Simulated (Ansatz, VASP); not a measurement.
**Zn: VASP beside Ansatz**

Contents of INCAR:

```
PREC = Accurate
ENCUT = 500
EDIFF = 1E-6
ISMEAR = -1
SIGMA = 0.05
LREAL = F
LASPH = T
NELM = 120
ALGO = Normal
ISIF = 2
LWAVE = F
LCHARG = F
GGA = PE
NBANDS = 19
GGA_COMPAT = F
```

File KPOINTS:

```
Automatic mesh
0
Gamma
  10 10 5
```

Contents of POSCAR:

```
Zn
1.0
    2.6166000000      0.0000000000      0.0000000000
   -1.3083000000      2.2660420715      0.0000000000
    0.0000000000      0.0000000000      4.9660000000
Zn
2
Direct
    0.6666666667      0.3333333333      0.7500000000
    0.3333333333      0.6666666667      0.2500000000
```

The input input.yaml:

```yaml
crystal:
  lattice:
    - [2.6166, 0.0, 0.0]
    - [-1.3083, 2.2660420715, 0.0]
    - [0.0, 0.0, 4.966]
  atoms:
    - { symbol: Zn, position: [0.6666666667, 0.3333333333, 0.75] }
    - { symbol: Zn, position: [0.3333333333, 0.6666666667, 0.25] }
hamiltonian:
  xc: pbe
  pseudopotentials: { kind: paw }
kpoints:
  mp_grid: { grid: [10, 10, 5] }
  band_path:
    path:
      - [[0.0, 0.0, 0.0], [0.5, 0.0, 0.0], [0.3333333333, 0.3333333333, 0.0], [0.0, 0.0, 0.0], [0.0, 0.0, 0.5], [0.5, 0.0, 0.5], [0.3333333333, 0.3333333333, 0.5], [0.0, 0.0, 0.5]]
      - [[0.5, 0.0, 0.5], [0.5, 0.0, 0.0]]
      - [[0.3333333333, 0.3333333333, 0.0], [0.3333333333, 0.3333333333, 0.5]]
    npoints: 14
scf:
  occupations: { method: fermi_dirac, width: 0.05 }
  n_extra_bands: 6
output:
  forces: true
  stress: true
  eigenvalues: true
  fatbands: false
```

Alike in both runs: functional PBE; k mesh 10 × 10 × 5; occupations fermi-dirac, width 0.05 eV; no spin polarisation.

|  | VASP | Ansatz |
| --- | --- | --- |
| version | VASP 6.6.1 | Ansatz 0.2.0 |
| potentials or method | VASP PAW PBE potentials, release 64 (Zn) | Ansatz PAW |
| plane-wave cutoff (eV) | 500 | 420 |
| valence electrons in the cell | 24 | 24 |
| task | single point | band structure |

```csv
,VASP,Ansatz,Ansatz less VASP
gap on the k mesh at the Fermi level (eV),none,none,-
pressure (GPa),3.2,2.8,-0.39
"traceless stress, the component that is largest in VASP (GPa)",-2.08,-1.90,+0.177
```

A gap of «none» marks a metal or a gap that the smearing closes. The functional is the same, so the differences come from potentials, cutoffs and numerics.
